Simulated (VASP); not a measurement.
A run of VASP 6.6.1 is set up as follows.

The input INCAR:

```
SYSTEM = AlN
ALGO = Normal
EDIFF = 1E-6
ENCUT = 520
GGA = PS
ISIF = 2
ISMEAR = 0
LASPH = .TRUE.
LCHARG = .FALSE.
LREAL = .FALSE.
LWAVE = .FALSE.
NBANDS = 16
NELM = 80
PREC = Accurate
SIGMA = 0.05
```

File KPOINTS:

```
k-points
0
G
  9 9 6
  0 0 0
```

File POSCAR:

```
AlN
1.0
    3.2320446026      0.0000000000      0.0000000000
   -1.6160223013      2.7990327320      0.0000000000
    0.0000000000      0.0000000000      3.8012076572
Al N
2 2
Direct
    0.3333333333      0.6666666667      0.7500000000
    0.6666666667      0.3333333333      0.2500000000
    0.3333333333      0.6666666667      0.2500000000
    0.6666666667      0.3333333333      0.7500000000
```

Potentials or basis: VASP PAW PBE potentials, release 64 (Al, N).

Run with:

```bash
$ cat potpaw_PBE.64/Al/POTCAR potpaw_PBE.64/N/POTCAR > POTCAR
$ mpirun -np 1 vasp_std > vasp.out
```

Task: Predict the band gap on the k mesh.

Result: 4.31 eV, direct.

Task: Estimate the pressure.

Result: 35.8 GPa.

Stress tensor (GPa, compression positive):
```
28.00  0.00  0.00
 0.00 28.00  0.00
 0.00  0.00 51.33
```

Caveat: the PAW data sets were made with another functional, which shifts forces and pressure a little. A k mesh can miss the band edges.
